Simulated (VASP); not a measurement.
# NaI in VASP: a series of runs, part 2 of 2

VASP 6.6.1. Earlier steps stand in the parts before.

### 3 Single point, PBE (strain +2.0%)

File INCAR:

```
ALGO = Normal ; EDIFF = 1E-7
ENCUT = 520 ; GGA = PE
ISIF = 2 ; ISMEAR = 0
LASPH = True ; LCHARG = False
LREAL = False ; LWAVE = False
NBANDS = 14 ; NELM = 80
PREC = Accurate ; SIGMA = 0.01
```

File KPOINTS:

```
k-points
0
Gamma
  4 4 4
```

File POSCAR:

```
NaI
1.0
    0.0000000000      3.2943149217      3.2943149217
    3.2943149217      0.0000000000      3.2943149217
    3.2943149217      3.2943149217      0.0000000000
Na I
1 1
Direct
    0.0000000000      0.0000000000      0.0000000000
    0.5000000000      0.5000000000      0.5000000000
```

Potentials or basis: VASP PAW PBE potentials, release 64 (Na_pv, I).

Command:

```
> cat potpaw_PBE.64/Na_pv/POTCAR potpaw_PBE.64/I/POTCAR > POTCAR
> mpirun -np 1 vasp_std > vasp.out
```

OUTCAR:

```text
EDIFF = 1E-7
   ENCUT = 520
   GGA = PE
   ISIF = 2
   ISMEAR = 0
   LASPH = True
   LREAL = False
   NELM = 80
   PREC = Accurate

 ion  position               nearest neighbor table
   1  0.000  0.000  0.000-
   2  0.500  0.500  0.500-

  LATTYP: Found a face centered cubic cell.
 ALAT       =     6.5886298434

  Lattice vectors:

 A1 = (   0.0000000000,   3.2943149217,   3.2943149217)
 A2 = (   3.2943149217,   0.0000000000,   3.2943149217)
 A3 = (   3.2943149217,   3.2943149217,   0.0000000000)

Analysis of symmetry for initial positions (statically):
=====================================================================
 Subroutine PRICEL returns:
 Original cell was already a primitive cell.

 Routine SETGRP: Setting up the symmetry group for a
 face centered cubic supercell.

 Subroutine GETGRP returns: Found 48 space group operations
 (whereof 48 operations were pure point group operations)
 out of a pool of 48 trial point group operations.

The static configuration has the point symmetry O_h .

Analysis of symmetry for dynamics (positions and initial velocities):
=====================================================================
 Subroutine PRICEL returns:
 Original cell was already a primitive cell.

 Routine SETGRP: Setting up the symmetry group for a
 face centered cubic supercell.

 Subroutine GETGRP returns: Found 48 space group operations
 (whereof 48 operations were pure point group operations)
 out of a pool of 48 trial point group operations.

The dynamic configuration has the point symmetry O_h .

 Subroutine INISYM returns: Found 48 space group operations
 (whereof 48 operations are pure point group operations),
 and found     1 'primitive' translations

----------------------------------------------------------------------------------------

                                     Primitive cell

  volume of cell :      71.5032

  direct lattice vectors                    reciprocal lattice vectors
     0.000000000  3.294314922  3.294314922    -0.151776625  0.151776625  0.151776625
     3.294314922  0.000000000  3.294314922     0.151776625 -0.151776625  0.151776625
     3.294314922  3.294314922  0.000000000     0.151776625  0.151776625 -0.151776625

  length of vectors
     4.658864841  4.658864841  4.658864841     0.262884826  0.262884826  0.262884826

  position of ions in fractional coordinates (direct lattice)
[... 8 lines left out ...]
----------------------------------------------------------------------------------------

 KPOINTS: k-points

Automatic generation of k-mesh.
 Grid dimensions read from file:
 generate k-points for:    4    4    4

 Generating k-lattice:

  Cartesian coordinates                     Fractional coordinates (reciprocal lattice)
    -0.037944156  0.037944156  0.037944156     0.250000000  0.000000000  0.000000000
     0.037944156 -0.037944156  0.037944156     0.000000000  0.250000000  0.000000000
     0.037944156  0.037944156 -0.037944156     0.000000000  0.000000000  0.250000000

  Length of vectors
     0.065721206  0.065721206  0.065721206

  Shift w.r.t. Gamma in fractional coordinates (k-lattice)
     0.000000000  0.000000000  0.000000000

 Subroutine IBZKPT returns following result:
 ===========================================

 Found      8 irreducible k-points:

 Following reciprocal coordinates:
            Coordinates               Weight
  0.000000  0.000000  0.000000      1.000000
  0.250000  0.000000  0.000000      8.000000
  0.500000  0.000000  0.000000      4.000000
  0.250000  0.250000  0.000000      6.000000
  0.500000  0.250000  0.000000     24.000000
 -0.250000  0.250000  0.000000     12.000000
  0.500000  0.500000  0.000000      3.000000
 -0.250000  0.500000  0.250000      6.000000
   k-points           NKPTS =      8   k-points in BZ     NKDIM =      8   number of bands    NBANDS=     14
   number of dos      NEDOS =    301   number of ions     NIONS =      2
   total plane-waves  NPLWV =  46656
   dimension x,y,z NGX =    36 NGY =   36 NGZ =   36
   dimension x,y,z NGXF=    72 NGYF=   72 NGZF=   72
   ions per type =               1   1
   NGX,Y,Z   is equivalent  to a cutoff of  12.85, 12.85, 12.85 a.u.
   NGXF,Y,Z  is equivalent  to a cutoff of  25.69, 25.69, 25.69 a.u.
 SYSTEM =  unknown system
   PREC   = accura    normal or accurate (medium, high low for compatibility)
   ISTART =      0    job   : 0-new  1-cont  2-samecut
   ICHARG =      2    charge: 1-file 2-atom 10-const
   ISPIN  =      1    spin polarized calculation?
   LNONCOLLINEAR =      F non collinear calculations
   LSORBIT =      F    spin-orbit coupling
   LASPH  =      T    aspherical Exc in radial PAW
   ENCUT  =  520.0 eV  38.22 Ry    6.18 a.u.   8.66  8.66  8.66*2*pi/ulx,y,z
   NELM   =     80;   NELMIN=  2; NELMDL= -5     # of ELM steps
   EDIFF  = 0.1E-06   stopping-criterion for ELM
   LREAL  =      F    real-space projection
   EDIFFG = 0.1E-05   stopping-criterion for IOM
   NSW    =      0    number of steps for IOM
   IBRION =     -1    ionic relax: 0-MD 1-quasi-New 2-CG
   NFREE  =      0    steps in history (QN), initial steepest desc. (CG)
   ISIF   =      2    stress and relaxation
   ISYM   =      2    0-nonsym 1-usesym 2-fastsym
   POTIM  = 0.5000    time-step for ionic-motion
   TEBEG  =    0.0;   TEEND  =   0.0 temperature during run
   PSTRESS=    0.0 pullay stress
   NELECT =      14.0000    total number of electrons
   NUPDOWN=      -1.0000    fix difference up-down
   EMIN   =  10.00;   EMAX   =-10.00  energy-range for DOS
   EFERMI =   0.00;   METHOD = LEGACY
   ISMEAR =     0;   SIGMA  =   0.01  broadening in eV -4-tet -1-fermi 0-gaus
   EFERMI_NEDOS =   21; number of points for ismear=-14 and -15
   IALGO  =     38    algorithm
   IMIX   =      4    mixing-type and parameters
     AMIX     =   0.40;   BMIX     =  1.00
     AMIX_MAG =   1.60;   BMIX_MAG =  1.00
  volume/ion in A,a.u.               =      35.75       241.26
  Fermi-wavevector in a.u.,A,eV,Ry     =   0.950625  1.796420 12.295411  0.903687
  Thomas-Fermi vector in A             =   2.079019
   LORBIT       =      0    0 simple, 1 ext, 2 COOP (PROOUT), +10 PAW based schemes
   GGA     = PE    functional components
   LHFCALC =     F    Hartree Fock is set to
   AEXX    =    0.0000 exact exchange contribution
   IVDW    =     0    specifies the selected vdW correction
   LEPSILON=     F    determine dielectric tensor
   LRPA    =     F    only Hartree local field effects (RPA)
 non-spin polarized calculation
 Gauss-broadening in eV      SIGMA  =   0.01
  energy-cutoff  :      520.00
  volume of cell :       71.50
 maximum number of plane-waves:      1964
 NGX is ok and might be reduce to    36
   NGX = 17   NGY = 17   NGZ = 17

 number of electron      14.0000002 magnetization

 Free energy of the ion-electron system (eV)
  ---------------------------------------------------
  ext. energy  EPLUGINS =         0.00000000
  ---------------------------------------------------
  free energy    TOTEN  =        -5.38082015 eV

  energy without entropy =       -5.38082015  energy(sigma->0) =       -5.38082015

 E-fermi :   0.5406     XC(G=0):  -7.4903

 val. band max:        0.4544490583   @ k =   0.0000   0.0000   0.0000
 cond. band min:       3.9581334222   @ k =   0.0000   0.0000   0.0000
 fundamental gap:      3.5036843639
 Fermi energy:         0.5406215752

 k-point     1 :       0.0000    0.0000    0.0000
  band No.  band energies     occupation
      1     -22.0620      2.00000
      2     -22.0620      2.00000
      3     -22.0620      2.00000
      4     -10.4328      2.00000
      5       0.4544      2.00000
      6       0.4544      2.00000
      7       0.4544      2.00000
      8       3.9581      0.00000
      9       8.3767      0.00000
     10       8.3767      0.00000
     11       8.3767      0.00000
     12      10.1095      0.00000
     13      10.1095      0.00000
     14      10.8453      0.00000
[... 103 lines left out ...]
 k-point     8 :      -0.2500    0.5000    0.2500
  band No.  band energies     occupation
      1     -22.0642      2.00000
      2     -22.0642      2.00000
      3     -22.0634      2.00000
      4     -10.0931      2.00000
      5      -0.8222      2.00000
      6      -0.8222      2.00000
      7      -0.3903      2.00000
      8       6.1465      0.00000
      9       7.8643      0.00000
     10       7.8643      0.00000
     11       8.2287      0.00000
     12      12.1327      0.00000
     13      12.1327      0.00000
     14      12.8370      0.00000

------------------------ aborting loop because EDIFF is reached ----------------------------------------

  FORCE on cell =-STRESS in cart. coord.  units (eV):
  Direction    XX          YY          ZZ          XY          YZ          ZX
  --------------------------------------------------------------------------------------
  -------------------------------------------------------------------------------------
  Total       -0.1504641     -0.1504641     -0.1504641      0.0000000      0.0000000     -0.0000000
  in kB       -3.3714611     -3.3714611     -3.3714611      0.0000000      0.0000000     -0.0000000
  external PRESSURE =      -3.3714611 kB  Pullay stress =       0.0000000 kB

 VOLUME and BASIS-vectors are now :
 -----------------------------------------------------------------------------
  energy-cutoff  :      520.00
  volume of cell :       71.50
      direct lattice vectors                 reciprocal lattice vectors
     0.000000000  3.294314922  3.294314922    -0.151776625  0.151776625  0.151776625
     3.294314922  0.000000000  3.294314922     0.151776625 -0.151776625  0.151776625
     3.294314922  3.294314922  0.000000000     0.151776625  0.151776625 -0.151776625

 POSITION                                       TOTAL-FORCE (eV/Angst)
 -----------------------------------------------------------------------------------
      0.00000      0.00000      0.00000        -0.000000     -0.000000     -0.000000
      3.29431      3.29431      3.29431         0.000000      0.000000      0.000000
 -----------------------------------------------------------------------------------
    total drift:                                0.000000      0.000000      0.000000

  FREE ENERGIE OF THE ION-ELECTRON SYSTEM (eV)
  ---------------------------------------------------
  free  energy   TOTEN  =        -5.3808201456 eV

  energy  without entropy=       -5.3808201456  energy(sigma->0) =       -5.38082015
```

stdout:

```text
POSCAR found type information on POSCAR NaI
 POSCAR found :  2 types and       2 ions
 scaLAPACK will be used
 LDA part: xc-table for (Slater+PW92), standard interpolation
 POSCAR, INCAR and KPOINTS ok, starting setup
 FFT: planning ... GRIDC
 FFT: planning ... GRID_SOFT
 FFT: planning ... GRID
 WAVECAR not read
 entering main loop
```

Run time: 9.6 s. Hardware: 1 thread of Intel Xeon Platinum 8259CL at 2.50GHz (Skylake/Cascade Lake), shared host; peak memory 0.2 GiB.

Results:

| Item | Value |
| --- | --- |
| Free energy | -5.3808 eV |
| Pressure | -0.3 GPa |
| Band gap on the k mesh | 3.50 eV, direct |

Caveat: the cell differs from its parent crystal (strain +2.0%); spin-orbit coupling is left out, which moves the levels of the heavy elements.

### 4 Single point, PBE (epitaxial 111 strain -2.5%)

File INCAR:

```
SYSTEM = NaI
PREC = Accurate
ENCUT = 520
EDIFF = 1E-7
ISMEAR = 0
SIGMA = 0.01
LREAL = .FALSE.
LASPH = .TRUE.
NELM = 100
ALGO = Normal
ISIF = 2
LWAVE = .FALSE.
LCHARG = .FALSE.
GGA = PE
NBANDS = 14
```

File KPOINTS:

```
regular mesh
0
G
  4 4 4
  0 0 0
```

File POSCAR:

```
NaI
1.0
    0.0998229985      3.2488004972      3.2488004972
    3.2488004972      0.0998229985      3.2488004972
    3.2488004972      3.2488004972      0.0998229985
Na I
1 1
Direct
    0.0000000000      0.0000000000      0.0000000000
    0.5000000000      0.5000000000      0.5000000000
```

Potentials or basis: VASP PAW PBE potentials, release 64 (Na_pv, I).

Command:

```
> cat potpaw_PBE.64/Na_pv/POTCAR potpaw_PBE.64/I/POTCAR > POTCAR
> mpirun -np 1 vasp_std > vasp.out
```

OUTCAR:

```text
SYSTEM = NaI
   PREC = Accurate
   ENCUT = 520
   EDIFF = 1E-7
   ISMEAR = 0
   LREAL = .FALSE.
   LASPH = .TRUE.
   NELM = 100
   ISIF = 2
   GGA = PE

 ion  position               nearest neighbor table
   1  0.000  0.000  0.000-
   2  0.500  0.500  0.500-

  LATTYP: Found a trigonal (rhomboedric) cell.
 ALAT       =     4.5955820058
 COS(alpha) =     0.5304756997

  Lattice vectors:

 A1 = (   0.0998229985,   3.2488004972,   3.2488004972)
 A2 = (   3.2488004972,   0.0998229985,   3.2488004972)
 A3 = (   3.2488004972,   3.2488004972,   0.0998229985)

Analysis of symmetry for initial positions (statically):
=====================================================================
 Subroutine PRICEL returns:
 Original cell was already a primitive cell.

 Routine SETGRP: Setting up the symmetry group for a
 trigonal (rhombohedral) supercell.

 Subroutine GETGRP returns: Found 12 space group operations
 (whereof 12 operations were pure point group operations)
 out of a pool of 12 trial point group operations.

The static configuration has the point symmetry D_3d.

Analysis of symmetry for dynamics (positions and initial velocities):
[... 164 lines left out ...]
      8       4.7909      0.00000
      9       8.6652      0.00000
     10       9.1768      0.00000
     11       9.1768      0.00000
     12      10.8856      0.00000
     13      10.8856      0.00000
     14      11.5197      0.00000
[... 190 lines left out ...]
      1     -21.3501      2.00000
      2     -21.3491      2.00000
      3     -21.3491      2.00000
      4      -9.7334      2.00000
      5      -1.2813      2.00000
      6       0.8872      2.00000
      7       0.8872      2.00000
      8       6.3014      0.00000
      9       8.7627      0.00000
     10       8.7627      0.00000
     11       9.9357      0.00000
     12      11.4854      0.00000
     13      13.3279      0.00000
     14      13.3279      0.00000

------------------------ aborting loop because EDIFF is reached ----------------------------------------

  FORCE on cell =-STRESS in cart. coord.  units (eV):
  Direction    XX          YY          ZZ          XY          YZ          ZX
  --------------------------------------------------------------------------------------
  -------------------------------------------------------------------------------------
  Total        0.4715453      0.4715453      0.4715453     -0.1028080     -0.1028080     -0.1028080
  in kB       11.5483645     11.5483645     11.5483645     -2.5178166     -2.5178166     -2.5178166
  external PRESSURE =      11.5483645 kB  Pullay stress =       0.0000000 kB

 VOLUME and BASIS-vectors are now :
 -----------------------------------------------------------------------------
  energy-cutoff  :      520.00
  volume of cell :       65.42
      direct lattice vectors                 reciprocal lattice vectors
     0.099822998  3.248800497  3.248800497    -0.161184163  0.156379237  0.156379237
     3.248800497  0.099822998  3.248800497     0.156379237 -0.161184163  0.156379237
     3.248800497  3.248800497  0.099822998     0.156379237  0.156379237 -0.161184163

 POSITION                                       TOTAL-FORCE (eV/Angst)
 -----------------------------------------------------------------------------------
      0.00000      0.00000      0.00000         0.000000     -0.000000      0.000000
      3.29871      3.29871      3.29871        -0.000000      0.000000     -0.000000
 -----------------------------------------------------------------------------------
    total drift:                                0.000000      0.000000      0.000000

  FREE ENERGIE OF THE ION-ELECTRON SYSTEM (eV)
  ---------------------------------------------------
  free  energy   TOTEN  =        -5.3625917880 eV

  energy  without entropy=       -5.3625917880  energy(sigma->0) =       -5.36259179
```

OSZICAR:

```text
N       E                     dE             d eps       ncg     rms          rms(c)
DAV:   1     0.828934612466E+02    0.82893E+02   -0.65053E+03   364   0.887E+02
DAV:   2     0.101852987573E+01   -0.81875E+02   -0.75516E+02   406   0.219E+02
DAV:   3    -0.527581102403E+01   -0.62943E+01   -0.62552E+01   460   0.597E+01
DAV:   4    -0.542462231712E+01   -0.14881E+00   -0.14876E+00   500   0.933E+00
DAV:   5    -0.542791731831E+01   -0.32950E-02   -0.32949E-02   494   0.129E+00    0.166E+00
DAV:   6    -0.536906766015E+01    0.58850E-01   -0.65535E-02   442   0.153E+00    0.113E+00
DAV:   7    -0.536064477968E+01    0.84229E-02   -0.62500E-02   472   0.131E+00    0.615E-01
DAV:   8    -0.536261071450E+01   -0.19659E-02   -0.50074E-03   430   0.573E-01    0.184E-01
DAV:   9    -0.536257614665E+01    0.34568E-04   -0.22050E-04   472   0.131E-01    0.341E-02
DAV:  10    -0.536259063082E+01   -0.14484E-04   -0.34089E-05   448   0.603E-02    0.984E-03
DAV:  11    -0.536259150159E+01   -0.87077E-06   -0.37596E-06   478   0.197E-02    0.193E-03
DAV:  12    -0.536259173318E+01   -0.23159E-06   -0.55889E-07   418   0.500E-03    0.974E-04
DAV:  13    -0.536259178797E+01   -0.54791E-07   -0.11286E-08   392   0.875E-04
   1 F= -.53625918E+01 E0= -.53625918E+01  d E =-.285063E-86
```

Wall time 13 s (1 thread of Intel Xeon Platinum 8259CL at 2.50GHz (Skylake/Cascade Lake), shared host); peak memory 0.2 GiB.

What came out:

```yaml
Free_energy: -5.3626 eV
Pressure: 1.2 GPa
Band_gap_on_the_k_mesh: 3.64 eV, direct
```

Caveat: the k points lie up to 0.43 Å⁻¹ apart; the cell differs from its parent crystal (epitaxial 111 strain -2.5%); spin-orbit coupling is left out, which moves the levels of the heavy elements.

### 5 Single point, PBE (epitaxial xy strain -2.0%)

File INCAR:

```
ALGO = Normal
EDIFF = 1E-7
ENCUT = 520
GGA = PE
ISIF = 2
ISMEAR = 0
LASPH = T
LCHARG = F
LREAL = F
LWAVE = F
NBANDS = 14
NELM = 80
PREC = Accurate
SIGMA = 0.01
```

File KPOINTS:

```
k-points
0
Gamma
  4 4 4
```

File POSCAR:

```
NaI
1.0
    0.0000000000      3.1651261013      3.2620177166
    3.1651261013      0.0000000000      3.2620177166
    3.1651261013      3.1651261013      0.0000000000
Na I
1 1
Direct
    0.0000000000      0.0000000000      0.0000000000
    0.5000000000      0.5000000000      0.5000000000
```

Command:

```
> cat potpaw_PBE.64/Na_pv/POTCAR potpaw_PBE.64/I/POTCAR > POTCAR
> mpirun -np 1 vasp_std > vasp.out
```

Wall time 13 s (1 thread of Intel Xeon Platinum 8259CL at 2.50GHz (Skylake/Cascade Lake), shared host); peak memory 0.2 GiB.

Results (log left out):

```yaml
Free_energy: -5.3630 eV
Pressure: 1.2 GPa
Band_gap_on_the_k_mesh: 3.72 eV, direct
```

Stress tensor (GPa, compression positive):
```
1.52 0.00 0.00
0.00 1.52 0.00
0.00 0.00 0.61
```

Levels at points of the mesh, in eV from the valence-band top:
| k point | band 5 | band 6 | band 7 | band 8 | band 9 | band 10 |
| --- | --- | --- | --- | --- | --- | --- |
| (0.00, 0.00, 0.00) | -0.03 | -0.03 | 0.00 | 3.72 | 7.77 | 7.98 |
| (0.50, 0.00, 0.00) | -2.34 | -0.35 | -0.30 | 5.08 | 7.34 | 7.57 |
| (0.50, 0.50, 0.00) | -2.05 | -0.76 | -0.76 | 4.53 | 5.51 | 9.94 |
| (0.50, 0.00, 0.50) | -2.04 | -0.90 | -0.78 | 4.49 | 5.44 | 10.16 |

Caveat: the k points lie up to 0.43 Å⁻¹ apart; the cell differs from its parent crystal (epitaxial xy strain -2.0%); spin-orbit coupling is left out, which moves the levels of the heavy elements.

### 6 The runs side by side

| cell | gap on the mesh (eV) | pressure (GPa) |
| --- | --- | --- |
| a = 4.568 Å, angles 60.0°, 2 atoms | 3.66 | 0.6 |
| a = 4.659 Å, angles 60.0°, 2 atoms | 3.50 | -0.3 |
| a = 4.596 Å, angles 58.0°, 2 atoms | 3.64 | 1.2 |
| a = 4.545, b = 4.545, c = 4.476 Å, angles 60.5, 60.5, 59.0°, 2 atoms | 3.72 | 1.2 |

Alike in all rows: task single point; level PBE; potentials or basis VASP PAW PBE potentials, release 64 (Na_pv, I); no spin polarisation; k mesh 4 × 4 × 4; cutoff (eV) 520; smearing gaussian 0.01 eV.

Caveats: some runs use coarse meshes; spin-orbit coupling is left out, which moves the levels of the heavy elements.

Total energies depend on the potentials used, so only differences within one code and one set of settings carry meaning.
